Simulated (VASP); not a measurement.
Set up this calculation in VASP 6.6.1, as the native input.

```
Task                   : single point
Functional             : PBEsol
Potentials or basis    : VASP PAW PBE potentials, release 64 (Mg, I)
Cutoff                 : 520 eV
k mesh                 : 6 × 6 × 4
Occupations            : gaussian, width 0.02 eV
Spin                   : no spin polarisation
Dipole correction      : no
Further INCAR settings : ALGO = Normal; EDIFF = 1e-07; NBANDS = 15
```

The structure of MgI2 lies in POSCAR:

```
MgI2
1.0
    4.2546472978      0.0000000000      0.0000000000
   -2.1273236489      3.6846326440      0.0000000000
    0.0000000000      0.0000000000      6.8978588822
Mg I
1 2
Direct
    0.0000000000      0.0000000000      0.0000000000
    0.3333333333      0.6666666667      0.7646803385
    0.6666666667      0.3333333333      0.2353196615
```

This cell differs from its parent crystal: biaxial strain in the a-b plane: +3.0 %, then relaxed in part.

The input as run:

INCAR

```
SYSTEM = MgI2
PREC = Accurate ; ENCUT = 520
EDIFF = 1E-7 ; ISMEAR = 0
SIGMA = 0.02 ; LREAL = .False.
LASPH = .True. ; NELM = 60
ALGO = Normal ; ISIF = 2
LWAVE = .False. ; LCHARG = .False.
GGA = PS ; NBANDS = 15
```

KPOINTS

```
regular mesh
0
Gamma
  6 6 4
  0 0 0
```

Potentials or basis: VASP PAW PBE potentials, release 64 (Mg, I).

Launch:

```console
$ cat potpaw_PBE.64/Mg/POTCAR potpaw_PBE.64/I/POTCAR > POTCAR
$ mpirun -np 1 vasp_std > vasp.out
```

It gave:

- Pressure: -1.0 GPa
- Largest force: 0.005 eV/Å
- Band gap on the k mesh: 3.31 eV, direct

Caveat: the cell differs from its parent crystal (biaxial strain in the a-b plane: +3.0 %, then relaxed in part); the PAW data sets were made with another functional, which shifts forces and pressure a little; spin-orbit coupling is left out, which moves the levels of the heavy elements; this functional lacks dispersion, which binds the layers, so the pressure and a relaxed spacing across them are unreliable.

Wall time 61 s on 1 thread of Intel(R) Xeon(R) Platinum 8259CL CPU @ 2.50GHz (Skylake/Cascade Lake) (shared host), peak memory 0.23 GiB.
